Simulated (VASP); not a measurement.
# Be2NiH (P4/mmm) in VASP: further runs, part 2 of 2

VASP 6.6.1. Earlier steps stand in the parts before.

### Step 3. Single point, PBE, collinear spin, ferromagnetic start

This run uses another cell than the first one, of 9.01 Å³/atom.

File INCAR:

```
SYSTEM = Be2NiH
PREC = Accurate ; ENCUT = 520
EDIFF = 1E-6 ; ISMEAR = 0
SIGMA = 0.1 ; LREAL = .FALSE.
LASPH = .TRUE. ; NELM = 150
ALGO = Normal ; ISIF = 2
LWAVE = .FALSE. ; LCHARG = .TRUE.
ISPIN = 2 ; MAGMOM = 0 0 2 0
LORBIT = 11 ; LMAXMIX = 4
GGA = PE ; LELF = .TRUE.
LVHAR = .TRUE. ; NBANDS = 20
```

File KPOINTS:

```
regular mesh
0
G
  6 6 4
  0 0 0
```

File POSCAR:

```
Be2NiH
1.0
    2.8984769213      0.0000000000      0.0000000000
    0.0000000000      2.8984769213      0.0000000000
    0.0000000000      0.0000000000      4.2892810259
Be Ni H
2 1 1
Direct
    0.0000000000      0.0000000000      0.5000000000
    0.5000000000      0.5000000000      0.0000000000
    0.0000000000      0.0000000000      0.0000000000
    0.5000000000      0.5000000000      0.5000000000
```

Potentials or basis: VASP PAW PBE potentials, release 64 (Be, Ni, H).

Run with:

```bash
> cat potpaw_PBE.64/Be/POTCAR potpaw_PBE.64/Ni/POTCAR potpaw_PBE.64/H/POTCAR > POTCAR
> mpirun -np 1 vasp_std > vasp.out
```

OUTCAR:

```text
SYSTEM = Be2NiH
   PREC = Accurate
   ENCUT = 520
   EDIFF = 1E-6
   ISMEAR = 0
   LREAL = .FALSE.
   LASPH = .TRUE.
   NELM = 150
   ISIF = 2
   ISPIN = 2
   LORBIT = 11
   GGA = PE

 ion  position               nearest neighbor table
   1  0.000  0.000  0.500-   3 2.14   3 2.14
   2  0.500  0.500  0.000-   3 2.05   3 2.05   3 2.05   3 2.05
   3  0.000  0.000  0.000-   2 2.05   2 2.05   2 2.05   2 2.05   1 2.14   1 2.14
   4  0.500  0.500  0.500-

  LATTYP: Found a simple tetragonal cell.
 ALAT       =     2.8984769213
 C/A-ratio  =     1.4798396338

  Lattice vectors:
[... 1286 lines left out ...]
  volume of cell :       36.03
      direct lattice vectors                 reciprocal lattice vectors
     2.898476921  0.000000000  0.000000000     0.345008785  0.000000000  0.000000000
     0.000000000  2.898476921  0.000000000     0.000000000  0.345008785  0.000000000
     0.000000000  0.000000000  4.289281026     0.000000000  0.000000000  0.233139306

 POSITION                                       TOTAL-FORCE (eV/Angst)
 -----------------------------------------------------------------------------------
      0.00000      0.00000      2.14464         0.000000      0.000000      0.000000
      1.44924      1.44924      0.00000         0.000000      0.000000      0.000000
      0.00000      0.00000      0.00000         0.000000      0.000000      0.000000
      1.44924      1.44924      2.14464         0.000000      0.000000      0.000000
 -----------------------------------------------------------------------------------
    total drift:                                0.000000      0.000000      0.000000

  FREE ENERGIE OF THE ION-ELECTRON SYSTEM (eV)
  ---------------------------------------------------
  free  energy   TOTEN  =       -14.1382647978 eV

  energy  without entropy=      -14.1277356203  energy(sigma->0) =      -14.13300021

 total charge

# of ion       s       p       d       tot
------------------------------------------
    1        0.380   0.425   0.000   0.805
    2        0.478   0.644   0.000   1.122
    3        0.616   0.500   8.510   9.626
    4        0.450   0.011   0.000   0.461
--------------------------------------------------
tot          1.923   1.580   8.510  12.014

 magnetization (x)

# of ion       s       p       d       tot
------------------------------------------
    1        0.000   0.000   0.000   0.000
    2        0.000   0.000   0.000   0.000
    3       -0.000   0.000  -0.000  -0.000
    4        0.000   0.000   0.000   0.000
--------------------------------------------------
tot          0.000   0.000  -0.000  -0.000
```

stdout:

```text
POSCAR found type information on POSCAR BeNiH
 POSCAR found :  3 types and       4 ions
 scaLAPACK will be used
 LDA part: xc-table for (Slater+PW92), standard interpolation
 POSCAR, INCAR and KPOINTS ok, starting setup
 FFT: planning ... GRIDC
 FFT: planning ... GRID_SOFT
 FFT: planning ... GRID
 WAVECAR not read
 entering main loop
```

It took 15 s on 1 thread of Intel Xeon 6975P-C (Granite Rapids), shared host; peak memory 0.18 GiB.

What came out:

- Free energy: -14.1383 eV
- Pressure: 0.2 GPa
- Net moment: 0.00 μB per cell
- Valence electrons inside the program's atomic spheres: Be 0.81, 1.12; Ni 9.63; H 0.46

Levels at points of the mesh, in eV from the Fermi level:
Spin up:
```
           k point  band 5  band 6  band 7  band 8  band 9  band 10
(0.00, 0.00, 0.00)   -1.47   -1.41   -1.41   -0.34    4.51     4.51
(0.50, 0.00, 0.00)   -2.54   -1.32   -0.61    0.73    1.11     4.27
(0.50, 0.50, 0.00)   -2.09   -2.09   -1.46   -0.81    1.79     3.46
(0.00, 0.00, 0.50)   -1.52   -1.52   -1.47    4.71    5.89     5.89
(0.50, 0.00, 0.50)   -2.53   -2.30   -1.39   -1.25   -0.40     8.70
(0.50, 0.50, 0.50)   -2.38   -0.81   -0.76   -0.76    1.81     1.81
```
Spin down:
| k point | band 5 | band 6 | band 7 | band 8 | band 9 | band 10 |
| --- | --- | --- | --- | --- | --- | --- |
| (0.00, 0.00, 0.00) | -1.47 | -1.41 | -1.41 | -0.34 | 4.51 | 4.51 |
| (0.50, 0.00, 0.00) | -2.54 | -1.32 | -0.61 | 0.73 | 1.11 | 4.27 |
| (0.50, 0.50, 0.00) | -2.09 | -2.09 | -1.46 | -0.81 | 1.79 | 3.46 |
| (0.00, 0.00, 0.50) | -1.52 | -1.52 | -1.47 | 4.71 | 5.89 | 5.89 |
| (0.50, 0.00, 0.50) | -2.53 | -2.29 | -1.39 | -1.25 | -0.40 | 8.70 |
| (0.50, 0.50, 0.50) | -2.38 | -0.81 | -0.76 | -0.76 | 1.81 | 1.81 |

Caveat: the k points lie up to 0.37 Å⁻¹ apart; the moments typed at the start vanished in this run.
